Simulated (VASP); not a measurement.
Wanted: the native input for a VASP 6.6.1 run.

```
Task                   : electric field gradients
Functional             : PBEsol
Potentials or basis    : VASP PAW PBE potentials, release 64 (In_d, As)
Cutoff                 : 400 eV
k mesh                 : 5 × 5 × 5
Occupations            : fermi-dirac, width 0.05 eV
Spin                   : no spin polarisation
Dipole correction      : no
Further INCAR settings : ALGO = Normal; EDIFF = 1e-08; NBANDS = 86
```

The structure of InAs lies in POSCAR:

```
InAs
1.0
    0.0000000000      6.0360000000      6.0360000000
    6.0360000000      0.0000000000      6.0360000000
    6.0360000000      6.0360000000      0.0000000000
In As
8 8
Direct
    0.0000000000      0.0000000000      0.0000000000
    0.0000000000      0.0000000000      0.5000000000
    0.0000000000      0.5000000000      0.0000000000
    0.0000000000      0.5000000000      0.5000000000
    0.5000000000      0.0000000000      0.0000000000
    0.5000000000      0.0000000000      0.5000000000
    0.5000000000      0.5000000000      0.0000000000
    0.5000000000      0.5000000000      0.5000000000
    0.1250000000      0.1250000000      0.1250000000
    0.1250000000      0.1250000000      0.6250000000
    0.1250000000      0.6250000000      0.1250000000
    0.1250000000      0.6250000000      0.6250000000
    0.6250000000      0.1250000000      0.1250000000
    0.6250000000      0.1250000000      0.6250000000
    0.6250000000      0.6250000000      0.1250000000
    0.6250000000      0.6250000000      0.6250000000
```

These files were run (other wordings do the same):

INCAR

```
ALGO = Normal
EDIFF = 1E-8
ENCUT = 400
GGA = PS
GGA_COMPAT = False
ISIF = 2
ISMEAR = -1
LASPH = True
LCHARG = False
LEFG = True
LREAL = False
LWAVE = False
NBANDS = 86
NELM = 120
PREC = Accurate
SIGMA = 0.05
```

KPOINTS

```
k-points
0
Gamma
  5 5 5
```

Potentials or basis: VASP PAW PBE potentials, release 64 (In_d, As).

Launch:

```sh
$ cat potpaw_PBE.64/In_d/POTCAR potpaw_PBE.64/As/POTCAR > POTCAR
$ mpirun -np 1 vasp_std > vasp.out
```

It gave:

```json
{
  "Pressure": "1.6 GPa",
  "Band gap on the k mesh": "zero (filled and empty bands touch)",
  "Largest electric field gradient by atom": "zero within the noise of the run"
}
```

Caveat: semilocal functionals underestimate gaps, so a narrow gap can read as zero; the PAW data sets were made with another functional, which shifts forces and pressure a little; spin-orbit coupling is left out, which moves the levels of the heavy elements.

Run time: 14 min on 1 thread of AMD EPYC 7R13, with other jobs on the host, peak memory 0.49 GiB.
